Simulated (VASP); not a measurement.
Crystal: Sr.

```
Sr
1.0
    -2.10173    2.10136    2.96187
     2.10173   -2.10136    2.96187
     2.10173    2.10136   -2.96187
Sr
1
Direct
  0.50000 0.50000 0.00000
```

| Item | Value |
| --- | --- |
| Program | VASP 6.6.1 |
| Task | relaxation of cell and atoms |
| Functional | PBE |
| Potentials or basis | VASP PAW PBE potentials, release 64 (Sr_sv) |
| Cutoff | 600 eV |
| k mesh | 14 × 14 × 14 |
| Occupations | gaussian, width 0.1 eV |
| Spin | no spin polarisation |

At the start: pressure 0.6 GPa; volume 52.32 Å³/atom.

Task: Where does the relaxation end?

Result: Over 4 steps the energy falls by 4.4 meV/atom and the volume is 54.96 Å³/atom (+5.0 %); space group Fm-3m (No. 225, to 0.1 Å) before and after.

The path:
```tsv
step	energy change (eV)	largest force (eV/Å)	pressure (GPa)	volume (Å³)
1	0.0000	0.0000	0.58	52.32
2	-0.0036	0.0000	0.27	53.78
3	-0.0043	0.0000	-0.03	55.10
4	-0.0044	0.0000	-0.01	54.96
```

Final structure:
```cif
data_structure
_symmetry_space_group_name_H-M 'P 1'
_symmetry_Int_Tables_number 1
_cell_length_a 4.2655
_cell_length_b 4.2655
_cell_length_c 4.2655
_cell_angle_alpha 119.900
_cell_angle_beta 119.904
_cell_angle_gamma 90.170
_cell_volume 54.96
loop_
_atom_site_label
_atom_site_type_symbol
_atom_site_fract_x
_atom_site_fract_y
_atom_site_fract_z
_atom_site_occupancy
Sr1 Sr 0.50000 0.50000 0.00000 1
```
